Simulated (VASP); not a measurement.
A run of VASP 6.6.1:

File INCAR:

```
SYSTEM = Sb
PREC = Accurate
ENCUT = 400
EDIFF = 1E-6
ISMEAR = 0
SIGMA = 0.1
LREAL = .False.
LASPH = .True.
NELM = 120
ALGO = Normal
ISIF = 2
LWAVE = .False.
LCHARG = .False.
LDIPOL = .True.
IDIPOL = 3
DIPOL = 0.5 0.5 0.503
GGA = PE
NBANDS = 54
GGA_COMPAT = .False.
NELMDL = -8
```

The input KPOINTS:

```
regular mesh
0
Gamma
  9 9 1
  0 0 0
```

Contents of POSCAR:

```
Sb
1.0
    4.3012006610      0.0000000000      0.0000000000
   -2.1506003305      3.7249490392      0.0000000000
    0.0000000000      0.0000000000     25.9924888534
Sb
6
Direct
    0.3333333333      0.6666666667      0.3270175491
    0.6666666667      0.3333333333      0.3848992319
    0.0000000000      0.0000000000      0.4710591586
    0.3333333333      0.6666666667      0.5306535503
    0.6666666667      0.3333333333      0.6220145074
    0.0000000000      0.0000000000      0.6818450415
```

Potentials or basis: VASP PAW PBE potentials, release 64 (Sb_d_GW).

Launch:

```sh
$ cat potpaw_PBE.64/Sb_d_GW/POTCAR > POTCAR
$ mpirun -np 1 vasp_std > vasp.out
```

Hardware: 1 thread of AMD EPYC 9R45 96-Core Processor (Zen 5), on a shared host.

Q: Estimate the wall time of this run.

A: It took 3.7 min on 1 thread of AMD EPYC 9R45 96-Core Processor (Zen 5) (shared host), peak memory 0.39 GiB. Counts: scf iterations 28, k points 12.
